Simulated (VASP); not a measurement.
# Al (Fm-3m) in VASP: single point with PBEsol

Aim: the single point of Al with PBEsol.

All numbers are computed with VASP 6.6.1; they aren't measurements. Logs are shortened: lines on timing, memory, paths and dates and some standing lists are left out, and cuts for length are marked.

## (1) The cell of the first run

Symmetry: Fm-3m, No. 225, cubic system. Conventional cell: a = 4.050 Å, b = 4.050 Å, c = 4.050 Å, α = 90.00°, β = 90.00°, γ = 90.00°. Al (site symmetry m-3m) has 12 Al at 2.86 Å within 3.8 Å.

## (2) Single point, PBEsol

Contents of INCAR:

```
SYSTEM = Al
PREC = Accurate
ENCUT = 500
EDIFF = 1E-6
ISMEAR = -1
SIGMA = 0.0272
LREAL = .FALSE.
LASPH = .TRUE.
NELM = 120
ALGO = Normal
ISIF = 2
LWAVE = .FALSE.
LCHARG = .FALSE.
GGA = PS
NBANDS = 8
GGA_COMPAT = .FALSE.
```

Contents of KPOINTS:

```
regular mesh
0
G
  12 12 12
  0 0 0
```

Contents of POSCAR:

```
Al
1.0
    0.0000000000      2.0248050000      2.0248050000
    2.0248050000      0.0000000000      2.0248050000
    2.0248050000      2.0248050000      0.0000000000
Al
1
Direct
    0.0000000000      0.0000000000      0.0000000000
```

Potentials or basis: VASP PAW PBE potentials, release 64 (Al).

Run with:

```sh
$ cat potpaw_PBE.64/Al/POTCAR > POTCAR
$ mpirun -np 1 vasp_std > vasp.out
```

OUTCAR:

```text
SYSTEM = Al
   PREC = Accurate
   ENCUT = 500
   EDIFF = 1E-6
   ISMEAR = -1
   LREAL = .FALSE.
   LASPH = .TRUE.
   NELM = 120
   ISIF = 2
   GGA = PS

 ion  position               nearest neighbor table
   1  0.000  0.000  0.000-

  LATTYP: Found a face centered cubic cell.
 ALAT       =     4.0496100000

  Lattice vectors:

 A1 = (   0.0000000000,   2.0248050000,   2.0248050000)
 A2 = (   2.0248050000,   0.0000000000,   2.0248050000)
 A3 = (   2.0248050000,   2.0248050000,   0.0000000000)

Analysis of symmetry for initial positions (statically):
=====================================================================
 Subroutine PRICEL returns:
 Original cell was already a primitive cell.

 Routine SETGRP: Setting up the symmetry group for a
 face centered cubic supercell.

 Subroutine GETGRP returns: Found 48 space group operations
 (whereof 48 operations were pure point group operations)
 out of a pool of 48 trial point group operations.

The static configuration has the point symmetry O_h .

Analysis of symmetry for dynamics (positions and initial velocities):
=====================================================================
 Subroutine PRICEL returns:
 Original cell was already a primitive cell.

 Routine SETGRP: Setting up the symmetry group for a
 face centered cubic supercell.

 Subroutine GETGRP returns: Found 48 space group operations
 (whereof 48 operations were pure point group operations)
 out of a pool of 48 trial point group operations.

The dynamic configuration has the point symmetry O_h .

 Subroutine INISYM returns: Found 48 space group operations
 (whereof 48 operations are pure point group operations),
 and found     1 'primitive' translations

----------------------------------------------------------------------------------------

                                     Primitive cell

  volume of cell :      16.6027

  direct lattice vectors                    reciprocal lattice vectors
     0.000000000  2.024805000  2.024805000    -0.246937359  0.246937359  0.246937359
     2.024805000  0.000000000  2.024805000     0.246937359 -0.246937359  0.246937359
     2.024805000  2.024805000  0.000000000     0.246937359  0.246937359 -0.246937359

  length of vectors
     2.863506692  2.863506692  2.863506692     0.427708053  0.427708053  0.427708053

  position of ions in fractional coordinates (direct lattice)
     0.000000000  0.000000000  0.000000000

  ion indices of the primitive-cell ions
[... 70 lines left out ...]
   LSORBIT =      F    spin-orbit coupling
   LASPH  =      T    aspherical Exc in radial PAW
   ENCUT  =  500.0 eV  36.75 Ry    6.06 a.u.   5.22  5.22  5.22*2*pi/ulx,y,z
   NELM   =    120;   NELMIN=  2; NELMDL= -5     # of ELM steps
   EDIFF  = 0.1E-05   stopping-criterion for ELM
   LREAL  =      F    real-space projection
   EDIFFG = 0.1E-04   stopping-criterion for IOM
   NSW    =      0    number of steps for IOM
   IBRION =     -1    ionic relax: 0-MD 1-quasi-New 2-CG
   NFREE  =      0    steps in history (QN), initial steepest desc. (CG)
   ISIF   =      2    stress and relaxation
   ISYM   =      2    0-nonsym 1-usesym 2-fastsym
   POTIM  = 0.5000    time-step for ionic-motion
   TEBEG  =    0.0;   TEEND  =   0.0 temperature during run
   PSTRESS=    0.0 pullay stress
   NELECT =       3.0000    total number of electrons
   NUPDOWN=      -1.0000    fix difference up-down
   EMIN   =  10.00;   EMAX   =-10.00  energy-range for DOS
   EFERMI =   0.00;   METHOD = LEGACY
   ISMEAR =    -1;   SIGMA  =   0.03  broadening in eV -4-tet -1-fermi 0-gaus
   EFERMI_NEDOS =   21; number of points for ismear=-14 and -15
   IALGO  =     38    algorithm
   IMIX   =      4    mixing-type and parameters
     AMIX     =   0.40;   BMIX     =  1.00
     AMIX_MAG =   1.60;   BMIX_MAG =  1.00
  volume/ion in A,a.u.               =      16.60       112.04
  Fermi-wavevector in a.u.,A,eV,Ry     =   0.925526  1.748991 11.654733  0.856599
  Thomas-Fermi vector in A             =   2.051390
   LORBIT       =      0    0 simple, 1 ext, 2 COOP (PROOUT), +10 PAW based schemes
   GGA     = PS    functional components
   LHFCALC =     F    Hartree Fock is set to
   AEXX    =    0.0000 exact exchange contribution
   IVDW    =     0    specifies the selected vdW correction
   LEPSILON=     F    determine dielectric tensor
   LRPA    =     F    only Hartree local field effects (RPA)
 non-spin polarized calculation
  energy-cutoff  :      500.00
  volume of cell :       16.60
 maximum number of plane-waves:       444
 NGX is ok and might be reduce to    24
   NGX = 11   NGY = 11   NGZ = 11

 number of electron       3.0000000 magnetization

 Free energy of the ion-electron system (eV)
  ---------------------------------------------------
  ext. energy  EPLUGINS =         0.00000000
  ---------------------------------------------------
  free energy    TOTEN  =        -4.09777620 eV

  energy without entropy =       -4.09717541  energy(sigma->0) =       -4.09747580

 E-fermi :   7.7579     XC(G=0): -10.2337

 val. band max:        7.6475221816   @ k =   0.5000   0.2500   0.0833
 cond. band min:       7.8233062233   @ k =  -0.4167   0.4167   0.0833
 fundamental gap:      0.1757840417
 Fermi energy:         7.7579157143

 k-point     1 :       0.0000    0.0000    0.0000
  band No.  band energies     occupation
      1      -3.2011      2.00000
      2      20.4475      0.00000
      3      20.4475      0.00000
      4      20.4475      0.00000
      5      21.8923      0.00000
      6      21.8923      0.00000
      7      21.8923      0.00000
      8      24.3254      0.00000
[... 243 lines left out ...]
 k-point    24 :      -0.4167    0.1667    0.0000
  band No.  band energies     occupation
      1       3.3458      2.00000
      2       4.7911      2.00000
      3      13.3394      0.00000
      4      16.6113      0.00000
      5      18.4611      0.00000
      6      23.0910      0.00000
      7      25.7905      0.00000
      8      28.7652      0.00000

 [... further k-points ...]
[... 5 lines left out ...]
  --------------------------------------------------------------------------------------
  -------------------------------------------------------------------------------------
  Total       -0.1824166     -0.1824166     -0.1824166     -0.0000000     -0.0000000      0.0000000
  in kB      -17.6033549    -17.6033549    -17.6033549     -0.0000000     -0.0000000      0.0000000
  external PRESSURE =     -17.6033549 kB  Pullay stress =       0.0000000 kB

 VOLUME and BASIS-vectors are now :
 -----------------------------------------------------------------------------
  energy-cutoff  :      500.00
  volume of cell :       16.60
      direct lattice vectors                 reciprocal lattice vectors
     0.000000000  2.024805000  2.024805000    -0.246937359  0.246937359  0.246937359
     2.024805000  0.000000000  2.024805000     0.246937359 -0.246937359  0.246937359
     2.024805000  2.024805000  0.000000000     0.246937359  0.246937359 -0.246937359

 POSITION                                       TOTAL-FORCE (eV/Angst)
 -----------------------------------------------------------------------------------
      0.00000      0.00000      0.00000         0.000000     -0.000000      0.000000
 -----------------------------------------------------------------------------------
    total drift:                               -0.000000     -0.000000      0.000000

  FREE ENERGIE OF THE ION-ELECTRON SYSTEM (eV)
  ---------------------------------------------------
  free  energy   TOTEN  =        -4.0977761956 eV

  energy  without entropy=       -4.0971754123  energy(sigma->0) =       -4.09747580
```

OSZICAR:

```text
N       E                     dE             d eps       ncg     rms          rms(c)
DAV:   1    -0.281627261585E+01   -0.28163E+01   -0.92574E+02  1160   0.205E+02
DAV:   2    -0.411974956507E+01   -0.13035E+01   -0.12883E+01  1632   0.183E+01
DAV:   3    -0.412568748495E+01   -0.59379E-02   -0.59336E-02  1488   0.136E+00
DAV:   4    -0.412570057521E+01   -0.13090E-04   -0.13091E-04  1776   0.566E-02
DAV:   5    -0.412570060655E+01   -0.31345E-07   -0.30621E-07  1488   0.142E-03    0.138E+00
DAV:   6    -0.410906480418E+01    0.16636E-01   -0.21626E-03  1592   0.194E-01    0.785E-01
DAV:   7    -0.409779159876E+01    0.11273E-01   -0.59515E-03  1488   0.311E-01    0.166E-01
DAV:   8    -0.409777689840E+01    0.14700E-04   -0.19686E-05  1664   0.301E-02    0.800E-03
DAV:   9    -0.409777619557E+01    0.70282E-06   -0.35253E-07  1656   0.269E-03
   1 F= -.40977762E+01 E0= -.40974758E+01  d E =-.600783E-03
```

It used 4.6 s of CPU time on 1 thread of Intel Xeon 6975P-C, on a shared host.

Results:

```
Free energy : -4.0978 eV
Pressure    : -1.8 GPa
```

Caveat: the PAW data sets were made with another functional, which shifts forces and pressure a little.
